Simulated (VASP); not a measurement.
Set up this calculation in VASP 6.6.1, as the native input.

* Task: single point
* Functional: PBEsol
* Potentials or basis: VASP PAW PBE potentials, release 64 (Yb)
* Cutoff: 520 eV
* k mesh: 8 × 8 × 8
* Occupations: fermi-dirac, width 0.05 eV
* Spin: collinear spin, ferromagnetic start
* Starting moments: [1.0] μB
* Dipole correction: no
* Further INCAR settings: ALGO = Fast; EDIFF = 1e-07; NBANDS = 22

The structure of Yb lies in POSCAR:

```
Yb
1.0
    0.0000000000      2.7791975606      2.7791975606
    2.7791975606      0.0000000000      2.7791975606
    2.7791975606      2.7791975606      0.0000000000
Yb
1
Direct
    0.0000000000      0.0000000000      0.0000000000
```

One way to write it, as run:

INCAR

```
SYSTEM = Yb
PREC = Accurate
ENCUT = 520
EDIFF = 1E-7
ISMEAR = -1
SIGMA = 0.05
LREAL = .False.
LASPH = .True.
NELM = 150
ALGO = Fast
ISIF = 2
LWAVE = .False.
LCHARG = .False.
ISPIN = 2
MAGMOM = 1
LORBIT = 11
LMAXMIX = 6
GGA = PS
NBANDS = 22
```

KPOINTS

```
Automatic mesh
0
Gamma
  8 8 8
  0 0 0
```

Potentials or basis: VASP PAW PBE potentials, release 64 (Yb).

Run with:

```console
$ cat potpaw_PBE.64/Yb/POTCAR > POTCAR
$ mpirun -np 1 vasp_std > vasp.out
```

It gave:

The pressure is -4.5 GPa, the band gap on the k mesh is zero (filled and empty bands overlap) and the net moment is 0.00 μB per cell. The valence electrons inside the program's atomic spheres are Yb 22.03.

Caveat: the cell stands under tension; the PAW data sets were made with another functional, which shifts forces and pressure a little; spin-orbit coupling is left out, which moves the levels of the heavy elements.

Run time: 15 min on 1 thread of Intel Xeon 8259CL, with other jobs on the host, peak memory 0.23 GiB.
